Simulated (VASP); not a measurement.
# MgO (P1) in VASP: a series of runs

The runs below take MgO through single point, with PBEsol.

Program: VASP 6.6.1. These are calculated values, not measurements. Logs are shortened: lines on timing, memory, paths and dates and some standing lists are left out, and cuts for length are marked.

## Step 1: The cell of the first run

The typed cell holds 8 atoms: a = 3.255 Å, b = 3.255 Å, c = 10.415 Å, α = 90.00°, β = 90.00°, γ = 120.00°.

## Step 2: Single point, PBEsol (atom 6 (O) moved by -0.260 Å along [1 0 0] and +0.130 Å along [0 0 1])

Input file INCAR:

```
SYSTEM = MgO
  PREC = Accurate
  ENCUT = 520
  EDIFF = 1E-6
  ISMEAR = 0
  SIGMA = 0.05
  LREAL = .FALSE.
  LASPH = .TRUE.
  NELM = 100
  ALGO = Normal
  ISIF = 2
  LWAVE = .FALSE.
  LCHARG = .FALSE.
  GGA = PS
  NBANDS = 26
```

Input file KPOINTS:

```
regular mesh
0
G
  9 9 4
  0 0 0
```

Input file POSCAR:

```
MgO
1.0
    3.2553371795      0.0000000000      0.0000000000
   -1.6276685897      2.8192046953      0.0000000000
    0.0000000000      0.0000000000     10.4149514991
Mg O
4 4
Direct
    0.3333333333      0.6666666667      0.9695963559
    0.0000000000      0.0000000000      0.2209473890
    0.0000000000      0.0000000000      0.7209473890
    0.6666666667      0.3333333333      0.4695963559
    0.3333333333      0.6666666667      0.7799156657
   -0.0798688387      0.0000000000      0.5420208246
    0.0000000000      0.0000000000      0.0295387694
    0.6666666667      0.3333333333      0.2799156657
```

Potentials or basis: VASP PAW PBE potentials, release 64 (Mg, O).

Launch:

```
> cat potpaw_PBE.64/Mg/POTCAR potpaw_PBE.64/O/POTCAR > POTCAR
> mpirun -np 1 vasp_std > vasp.out
```

OUTCAR:

```text
SYSTEM = MgO
   PREC = Accurate
   ENCUT = 520
   EDIFF = 1E-6
   ISMEAR = 0
   LREAL = .FALSE.
   LASPH = .TRUE.
   NELM = 100
   ISIF = 2
   GGA = PS

 ion  position               nearest neighbor table
   1  0.333  0.667  0.970-   5 1.98   7 1.98   7 1.98   7 1.98   3 3.20   3 3.20   3 3.20   2 3.22
                             2 3.22   2 3.22
   2  0.000  0.000  0.221-   8 1.98   8 1.98   8 1.98   7 1.99   4 3.20   4 3.20   4 3.20   1 3.22
                             1 3.22   1 3.22
   3  0.000  0.000  0.721-   6 1.88   5 1.98   5 1.98   5 1.98   1 3.20   1 3.20   1 3.20   4 3.22
                             4 3.22   4 3.22
   4  0.667  0.333  0.470-   6 1.82   8 1.98   6 2.04   6 2.24   2 3.20   2 3.20   2 3.20   3 3.22
                             3 3.22   3 3.22
   5  0.333  0.667  0.780-   1 1.98   3 1.98   3 1.98   3 1.98
   6  0.920  0.000  0.542-   4 1.82   3 1.88   4 2.04   4 2.24
   7  0.000  0.000  0.030-   1 1.98   1 1.98   1 1.98   2 1.99
   8  0.667  0.333  0.280-   4 1.98   2 1.98   2 1.98   2 1.98

  LATTYP: Found a hexagonal cell.
 ALAT       =     3.2553371795
 C/A-ratio  =     3.1993464655

  Lattice vectors:

 A1 = (   3.2553371795,   0.0000000000,   0.0000000000)
 A2 = (  -1.6276685897,   2.8192046953,   0.0000000000)
 A3 = (   0.0000000000,   0.0000000000,  10.4149514991)

Analysis of symmetry for initial positions (statically):
=====================================================================
 Subroutine PRICEL returns:
 Original cell was already a primitive cell.

 Routine SETGRP: Setting up the symmetry group for a
 hexagonal supercell.

 Subroutine GETGRP returns: Found  1 space group operations
 (whereof  1 operations were pure point group operations)
 out of a pool of 24 trial point group operations.

The static configuration has the point symmetry C_1 .

Analysis of symmetry for dynamics (positions and initial velocities):
=====================================================================
 Subroutine PRICEL returns:
 Original cell was already a primitive cell.

 Routine SETGRP: Setting up the symmetry group for a
 hexagonal supercell.

 Subroutine GETGRP returns: Found  1 space group operations
 (whereof  1 operations were pure point group operations)
 out of a pool of 24 trial point group operations.

The dynamic configuration has the point symmetry C_1 .

 Subroutine INISYM returns: Found  1 space group operations
 (whereof  1 operations are pure point group operations),
 and found     1 'primitive' translations

----------------------------------------------------------------------------------------

                                     Primitive cell

  volume of cell :      95.5828

  direct lattice vectors                    reciprocal lattice vectors
     3.255337180  0.000000000  0.000000000     0.307187841  0.177354983  0.000000000
    -1.627668590  2.819204695  0.000000000     0.000000000  0.354709965  0.000000000
     0.000000000  0.000000000 10.414951499     0.000000000  0.000000000  0.096015810

  length of vectors
     3.255337180  3.255337179 10.414951499     0.354709965  0.354709965  0.096015810

  position of ions in fractional coordinates (direct lattice)
     0.333333333  0.666666667  0.969596356
     0.000000000  0.000000000  0.220947389
     0.000000000  0.000000000  0.720947389
     0.666666667  0.333333333  0.469596356
     0.333333333  0.666666667  0.779915666
     0.920131161  0.000000000  0.542020825
     0.000000000  0.000000000  0.029538769
     0.666666667  0.333333333  0.279915666

  ion indices of the primitive-cell ions
   primitive index   ion index
                 1           1
                 2           2
                 3           3
                 4           4
                 5           5
                 6           6
                 7           7
                 8           8

----------------------------------------------------------------------------------------

 KPOINTS: regular mesh

Automatic generation of k-mesh.
 Grid dimensions read from file:
 generate k-points for:    9    9    4

 Generating k-lattice:

  Cartesian coordinates                     Fractional coordinates (reciprocal lattice)
     0.034131982  0.019706109  0.000000000     0.111111111  0.000000000  0.000000000
     0.000000000  0.039412218  0.000000000     0.000000000  0.111111111  0.000000000
     0.000000000  0.000000000  0.024003952     0.000000000  0.000000000  0.250000000

  Length of vectors
     0.039412218  0.039412218  0.024003952

  Shift w.r.t. Gamma in fractional coordinates (k-lattice)
     0.000000000  0.000000000  0.000000000

 Subroutine IBZKPT returns following result:
 ===========================================

 Found    163 irreducible k-points:

 Following reciprocal coordinates:
            Coordinates               Weight
  0.000000  0.000000  0.000000      1.000000
  0.111111  0.000000  0.000000      2.000000
  0.000000  0.111111  0.000000      2.000000
 -0.111111  0.111111  0.000000      2.000000
  0.222222 -0.000000  0.000000      2.000000
  0.000000  0.222222  0.000000      2.000000
[... 16 lines left out ...]
  0.333333  0.111111  0.000000      2.000000
 -0.111111  0.444444  0.000000      2.000000
 [... further k-points ...]
   k-points           NKPTS =    163   k-points in BZ     NKDIM =    163   number of bands    NBANDS=     26
   number of dos      NEDOS =    301   number of ions     NIONS =      8
   total plane-waves  NPLWV =  46080
   dimension x,y,z NGX =    24 NGY =   24 NGZ =   80
   dimension x,y,z NGXF=    48 NGYF=   48 NGZF=  160
   ions per type =               4   4
   NGX,Y,Z   is equivalent  to a cutoff of  12.26, 12.26, 12.77 a.u.
   NGXF,Y,Z  is equivalent  to a cutoff of  24.51, 24.51, 25.54 a.u.
 SYSTEM =  MgO
   PREC   = accura    normal or accurate (medium, high low for compatibility)
   ISTART =      0    job   : 0-new  1-cont  2-samecut
   ICHARG =      2    charge: 1-file 2-atom 10-const
   ISPIN  =      1    spin polarized calculation?
   LNONCOLLINEAR =      F non collinear calculations
   LSORBIT =      F    spin-orbit coupling
   LASPH  =      T    aspherical Exc in radial PAW
   ENCUT  =  520.0 eV  38.22 Ry    6.18 a.u.   6.05  6.05 19.36*2*pi/ulx,y,z
   NELM   =    100;   NELMIN=  2; NELMDL= -5     # of ELM steps
   EDIFF  = 0.1E-05   stopping-criterion for ELM
   LREAL  =      F    real-space projection
   EDIFFG = 0.1E-04   stopping-criterion for IOM
   NSW    =      0    number of steps for IOM
   IBRION =     -1    ionic relax: 0-MD 1-quasi-New 2-CG
   NFREE  =      0    steps in history (QN), initial steepest desc. (CG)
   ISIF   =      2    stress and relaxation
   ISYM   =      2    0-nonsym 1-usesym 2-fastsym
   POTIM  = 0.5000    time-step for ionic-motion
   TEBEG  =    0.0;   TEEND  =   0.0 temperature during run
   PSTRESS=    0.0 pullay stress
   NELECT =      32.0000    total number of electrons
   NUPDOWN=      -1.0000    fix difference up-down
   EMIN   =  10.00;   EMAX   =-10.00  energy-range for DOS
   EFERMI =   0.00;   METHOD = LEGACY
   ISMEAR =     0;   SIGMA  =   0.05  broadening in eV -4-tet -1-fermi 0-gaus
   EFERMI_NEDOS =   21; number of points for ismear=-14 and -15
   IALGO  =     38    algorithm
   IMIX   =      4    mixing-type and parameters
     AMIX     =   0.40;   BMIX     =  1.00
     AMIX_MAG =   1.60;   BMIX_MAG =  1.00
  volume/ion in A,a.u.               =      11.95        80.63
  Fermi-wavevector in a.u.,A,eV,Ry     =   1.136750  2.148146 17.581449  1.292200
  Thomas-Fermi vector in A             =   2.273455
   LORBIT       =      0    0 simple, 1 ext, 2 COOP (PROOUT), +10 PAW based schemes
   GGA     = PS    functional components
   LHFCALC =     F    Hartree Fock is set to
   AEXX    =    0.0000 exact exchange contribution
   IVDW    =     0    specifies the selected vdW correction
   LEPSILON=     F    determine dielectric tensor
   LRPA    =     F    only Hartree local field effects (RPA)
 non-spin polarized calculation
 Gauss-broadening in eV      SIGMA  =   0.05
  energy-cutoff  :      520.00
  volume of cell :       95.58
 maximum number of plane-waves:      2616
   NGX = 13   NGY = 13   NGZ = 39

 number of electron      32.0000020 magnetization

 Free energy of the ion-electron system (eV)
  ---------------------------------------------------
  ext. energy  EPLUGINS =         0.00000000
  ---------------------------------------------------
  free energy    TOTEN  =       -48.55921278 eV

  energy without entropy =      -48.55921278  energy(sigma->0) =      -48.55921278

 E-fermi :   1.2009     XC(G=0):  -9.9259

 val. band max:        0.9846982934   @ k =   0.0000   0.0000   0.0000
 cond. band min:       4.0871662283   @ k =   0.0000   0.0000   0.0000
 fundamental gap:      3.1024679350
 Fermi energy:         1.2009241841

 k-point     1 :       0.0000    0.0000    0.0000
  band No.  band energies     occupation
      1     -15.3476      2.00000
      2     -14.8661      2.00000
      3     -14.8292      2.00000
      4     -14.2749      2.00000
      5      -2.4859      2.00000
      6      -1.2548      2.00000
[... 18 lines left out ...]
     25      15.0674      0.00000
     26      15.6736      0.00000

 k-point     2 :       0.1111    0.0000    0.0000
  band No.  band energies     occupation
      1     -15.2902      2.00000
      2     -14.8156      2.00000
      3     -14.7826      2.00000
      4     -14.2423      2.00000
      5      -2.3618      2.00000
      6      -1.3064      2.00000
[... 18 lines left out ...]
     25      14.8778      0.00000
     26      14.9945      0.00000

 k-point     3 :       0.0000    0.1111    0.0000
  band No.  band energies     occupation
      1     -15.2897      2.00000
      2     -14.8163      2.00000
      3     -14.7820      2.00000
      4     -14.2416      2.00000
      5      -2.3614      2.00000
      6      -1.3071      2.00000
[... 18 lines left out ...]
     25      14.9024      0.00000
     26      15.0052      0.00000

 k-point     4 :      -0.1111    0.1111    0.0000
  band No.  band energies     occupation
      1     -15.2894      2.00000
      2     -14.8173      2.00000
      3     -14.7818      2.00000
      4     -14.2408      2.00000
      5      -2.3618      2.00000
      6      -1.3064      2.00000
[... 18 lines left out ...]
     25      14.9869      0.00000
     26      15.2250      0.00000

 k-point     5 :       0.2222   -0.0000    0.0000
  band No.  band energies     occupation
      1     -15.1401      2.00000
      2     -14.6835      2.00000
      3     -14.6616      2.00000
      4     -14.1600      2.00000
      5      -2.0283      2.00000
      6      -1.5836      2.00000
[... 18 lines left out ...]
     25      14.1222      0.00000
     26      14.4189      0.00000

 k-point     6 :       0.0000    0.2222    0.0000
  band No.  band energies     occupation
      1     -15.1383      2.00000
      2     -14.6865      2.00000
      3     -14.6597      2.00000
      4     -14.1571      2.00000
      5      -2.0274      2.00000
      6      -1.5901      2.00000
[... 427 lines left out ...]
 k-point    21 :       0.1111    0.2222    0.0000
  band No.  band energies     occupation
      1     -15.0193      2.00000
      2     -14.5808      2.00000
      3     -14.5643      2.00000
      4     -14.0955      2.00000
      5      -1.8598      2.00000
      6      -1.7864      2.00000
[... 18 lines left out ...]
     25      13.7086      0.00000
     26      14.0148      0.00000

 k-point    22 :       0.3333   -0.1111    0.0000
  band No.  band energies     occupation
      1     -15.0197      2.00000
      2     -14.5818      2.00000
      3     -14.5652      2.00000
      4     -14.0948      2.00000
      5      -1.8593      2.00000
      6      -1.7816      2.00000
[... 18 lines left out ...]
     25      13.7045      0.00000
     26      13.9781      0.00000

 k-point    23 :       0.3333    0.1111    0.0000
  band No.  band energies     occupation
      1     -14.8682      2.00000
      2     -14.4499      2.00000
      3     -14.4377      2.00000
      4     -14.0235      2.00000
      5      -2.2566      2.00000
      6      -1.9153      2.00000
[... 18 lines left out ...]
     25      13.6267      0.00000
     26      13.7592      0.00000

 k-point    24 :      -0.1111    0.4444    0.0000
  band No.  band energies     occupation
      1     -14.8627      2.00000
      2     -14.4561      2.00000
      3     -14.4393      2.00000
      4     -14.0126      2.00000
      5      -2.2576      2.00000
      6      -1.9459      2.00000
[... 18 lines left out ...]
     25      13.3541      0.00000
     26      14.0197      0.00000

 [... further k-points ...]
[... 5 lines left out ...]
  --------------------------------------------------------------------------------------
  -------------------------------------------------------------------------------------
  Total        0.4821666     -0.0368975      1.7263969     -1.1737664     -0.7452577      1.4123091
  in kB        8.0821673     -0.6184825     28.9381922    -19.6748951    -12.4921512     23.6733932
  external PRESSURE =      12.1339590 kB  Pullay stress =       0.0000000 kB

 VOLUME and BASIS-vectors are now :
 -----------------------------------------------------------------------------
  energy-cutoff  :      520.00
  volume of cell :       95.58
      direct lattice vectors                 reciprocal lattice vectors
     3.255337180  0.000000000  0.000000000     0.307187841  0.177354983  0.000000000
    -1.627668590  2.819204695  0.000000000     0.000000000  0.354709965  0.000000000
     0.000000000  0.000000000 10.414951499     0.000000000  0.000000000  0.096015810

 POSITION                                       TOTAL-FORCE (eV/Angst)
 -----------------------------------------------------------------------------------
     -0.00000      1.87947     10.09830        -0.001933     -0.000851     -0.275651
      0.00000      0.00000      2.30116        -0.018905      0.000064     -0.293898
      0.00000      0.00000      7.50863        -0.006996      0.000128      0.929719
      1.62767      0.93973      4.89082        -1.868986      0.857877      0.222592
     -0.00000      1.87947      8.12278        -0.064734     -0.024633      0.307883
      2.99534      0.00000      5.64512         2.005898     -0.843609     -1.441175
      0.00000      0.00000      0.30764         0.000759     -0.000175      0.283947
      1.62767      0.93973      2.91531        -0.045104      0.011198      0.266582
 -----------------------------------------------------------------------------------
    total drift:                               -0.000497      0.000142     -0.001682

  FREE ENERGIE OF THE ION-ELECTRON SYSTEM (eV)
  ---------------------------------------------------
  free  energy   TOTEN  =       -48.5592127793 eV

  energy  without entropy=      -48.5592127793  energy(sigma->0) =      -48.55921278
```

It took 6.4 min on 1 thread of Intel Xeon Platinum 8488C (Sapphire Rapids), shared host; peak memory 0.42 GiB.

What came out:

| Property | Result |
| --- | --- |
| Free energy | -48.5592 eV |
| Pressure | 1.2 GPa |
| Largest force | 2.610 eV/Å |
| Band gap on the k mesh | 3.10 eV, direct |

Forces in eV/Å, atoms in the order of the input:
```
Mg  -0.002 -0.001 -0.276
Mg  -0.019  0.000 -0.294
Mg  -0.007  0.000  0.930
Mg  -1.869  0.858  0.223
O   -0.065 -0.025  0.308
O    2.006 -0.844 -1.441
O    0.001  0.000  0.284
O   -0.045  0.011  0.267
```

Levels at points of the mesh, in eV from the valence-band top:
| k point | band 12 | band 13 | band 14 | band 15 | band 16 | band 17 | band 18 | band 19 | band 20 | band 21 |
| --- | --- | --- | --- | --- | --- | --- | --- | --- | --- | --- |
| (0.00, 0.00, 0.00) | -0.50 | -0.31 | -0.21 | -0.11 | 0.00 | 3.10 | 5.47 | 5.61 | 8.20 | 9.38 |
| (0.00, 0.00, 0.50) | -0.50 | -0.50 | -0.26 | -0.11 | -0.01 | 3.73 | 4.22 | 7.04 | 7.15 | 10.46 |

Caveat: the cell differs from its parent crystal (atom 6 (O) moved by -0.260 Å along [1 0 0] and +0.130 Å along [0 0 1]); the PAW data sets were made with another functional, which shifts forces and pressure a little. A k mesh can miss the band edges.

## Step 3: Single point, PBEsol (atom 6 (O) moved by -0.650 Å along [1 0 0] and +0.000 Å along [0 0 1])

Input file INCAR:

```
  PREC = Accurate
  ENCUT = 520
  EDIFF = 1E-6
  ISMEAR = 0
  SIGMA = 0.05
  LREAL = F
  LASPH = T
  NELM = 100
  ALGO = Normal
  ISIF = 2
  LWAVE = F
  LCHARG = F
  GGA = PS
  NBANDS = 26
```

Input file KPOINTS:

```
Automatic mesh
0
Gamma
  9 9 4
```

Edit POSCAR of step 2 so:

```diff
@@ -13,3 +13,3 @@
     0.3333333333      0.6666666667      0.7799156657
-   -0.0798688387      0.0000000000      0.5420208246
+   -0.1996720967      0.0000000000      0.5295387694
     0.0000000000      0.0000000000      0.0295387694
```

Potentials or basis: VASP PAW PBE potentials, release 64 (Mg, O).

Launch:

```
> cat potpaw_PBE.64/Mg/POTCAR potpaw_PBE.64/O/POTCAR > POTCAR
> mpirun -np 1 vasp_std > vasp.out
```

It took 5.7 min on 1 thread of Intel Xeon Platinum 8488C (Sapphire Rapids), shared host; peak memory 0.42 GiB.

It converged, with:

```yaml
Free_energy: -46.0385 eV
Pressure: 10.6 GPa
Largest_force: 16.468 eV/Å
Band_gap_on_the_k_mesh: 3.04 eV, direct
```

Forces in eV/Å, atoms in the order of the input:
```
Mg   -0.004  -0.004  -0.029
Mg   -0.050  -0.001  -0.082
Mg   -0.388  -0.008  -0.425
Mg  -10.695   9.980  -6.189
O    -0.112  -0.112   0.130
O    11.371  -9.933   6.575
O     0.001   0.000   0.040
O    -0.123   0.079  -0.019
```

Stress tensor (GPa, compression positive):
```
 12.96 -14.90  10.17
-14.90  13.12 -11.36
 10.17 -11.36   5.79
```

Levels at points of the mesh, in eV from the valence-band top:
```csv
k point,band 14,band 15,band 16,band 17,band 18,band 19
"(0.00, 0.00, 0.00)",-0.45,-0.33,0.00,3.04,5.35,5.49
"(0.00, 0.00, 0.50)",-0.46,-0.43,-0.06,3.75,4.01,6.89
```

Caveat: the cell differs from its parent crystal (atom 6 (O) moved by -0.650 Å along [1 0 0] and +0.000 Å along [0 0 1]); the PAW data sets were made with another functional, which shifts forces and pressure a little. A k mesh can miss the band edges.
